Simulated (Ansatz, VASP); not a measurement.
**Te in VASP and in Ansatz**

```
Te
1.0
     2.26415    1.30721    1.84576
    -2.26415    1.30721    1.84576
     0.00000   -2.61441    1.84576
Te
1
Cartesian
  0.0000 0.0000 2.7686
```

Alike in both runs: functional PBE; k mesh 18 × 18 × 18; occupations gaussian, width 0.1 eV; no spin polarisation.

Ansatz relaxed the structure, and its values are those at the end. VASP's run is a single point on that final structure, the one shown.

|  | VASP | Ansatz |
| --- | --- | --- |
| version | VASP 6.6.1 | Ansatz 0.2.0 |
| potentials or method | VASP PAW PBE potentials, release 64 (Te), cutoff 520 eV | scalar-relativistic, plane waves, PAW |
| valence electrons in the cell | 6 | 16 |

|  | VASP | Ansatz | Ansatz less VASP |
| --- | --- | --- | --- |
| gap on the k mesh at the Fermi level (eV) | none | none | - |
| pressure (GPa) | 0.0 | 0.0 | +0.05 |

A gap of «none» marks a metal or a gap that the smearing closes. VASP's potentials hold 6 valence electrons a cell and Ansatz's 16, so a difference there can come from the potentials and not from the codes.

Neither program's run includes spin-orbit coupling.
